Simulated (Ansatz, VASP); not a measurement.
## K: VASP beside Ansatz

```xyz
1
Lattice="-2.6180 2.6180 2.5918 2.6180 -2.6180 2.5918 2.6180 2.6180 -2.5918" Properties=species:S:1:pos:R:3 pbc="T T T"
K     0.0000    0.0000    0.0000
```

Change from the starting cell: zz strain of -1 %.

Alike in both runs: task single point; functional PBEsol; k mesh 10 × 10 × 10; occupations fermi-dirac, width 0.08 eV; no spin polarisation.

|  | VASP | Ansatz |
| --- | --- | --- |
| version | VASP 6.6.1 | Ansatz 0.2.0 |
| potentials or method | VASP PAW PBE potentials, release 64 (K_sv), cutoff 520 eV | all-electron LAPW, scalar-relativistic |

|  | VASP | Ansatz | Ansatz less VASP |
| --- | --- | --- | --- |
| pressure (GPa) | 0.0 | 0.0 | +0.01 |

VASP's potentials were made for PBE, not for PBEsol. Ansatz ran all-electron here, and VASP with PAW potentials.
